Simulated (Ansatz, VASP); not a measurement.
One calculation of MgO, two programs

INCAR

```
SYSTEM = MgO
ALGO = Normal ; EDIFF = 1E-6
ENCUT = 600 ; GGA = PE
GGA_COMPAT = .False. ; ISIF = 2
ISMEAR = 0 ; LASPH = .True.
LCHARG = .False. ; LREAL = .False.
LWAVE = .False. ; NBANDS = 11
NELM = 120 ; PREC = Accurate
SIGMA = 0.1
```

The input KPOINTS:

```
k-points
0
Gamma
  8 8 8
  0 0 0
```

Contents of POSCAR:

```
MgO
1.0
    0.0000000000      2.0970013900      2.0970013900
    2.0970013900      0.0000000000      2.0970013900
    2.0970013900      2.0970013900      0.0000000000
Mg O
1 1
Direct
    0.0000000000      0.0000000000      0.0000000000
    0.5000000000      0.5000000000      0.5000000000
```

Input for Ansatz:

```yaml
crystal:
  lattice:
    - [0.0, 2.09700139, 2.09700139]
    - [2.09700139, 0.0, 2.09700139]
    - [2.09700139, 2.09700139, 0.0]
  atoms:
    - { symbol: Mg, position: [0.0, 0.0, 0.0] }
    - { symbol: O, position: [0.5, 0.5, 0.5] }
basis:
  ecutwfc: 420
kpoints:
  mp_grid: { grid: [8, 8, 8] }
hamiltonian:
  xc: pbe
scf:
  occupations: { method: gaussian, width: 0.1 }
output:
  forces: true
  stress: true
  eigenvalues: true
```

Alike in both runs: task single point; functional PBE; k mesh 8 × 8 × 8; occupations gaussian, width 0.1 eV; no spin polarisation.

|  | VASP | Ansatz |
| --- | --- | --- |
| version | VASP 6.6.1 | Ansatz 0.2.0 |
| potentials or method | VASP PAW PBE potentials, release 64 (Mg, O), cutoff 600 eV | scalar-relativistic, plane waves, PAW |
| valence electrons in the cell | 8 | 16 |

|  | VASP | Ansatz | Ansatz less VASP |
| --- | --- | --- | --- |
| gap on the k mesh at the Fermi level (eV) | 4.85 | 4.87 | +0.015 |
| least direct gap on the mesh (eV) | 4.85 | 4.87 | +0.015 |
| pressure (GPa) | 5.9 | 6.9 | +0.98 |

VASP's potentials hold 8 valence electrons a cell and Ansatz's 16, so a difference there can come from the potentials and not from the codes.
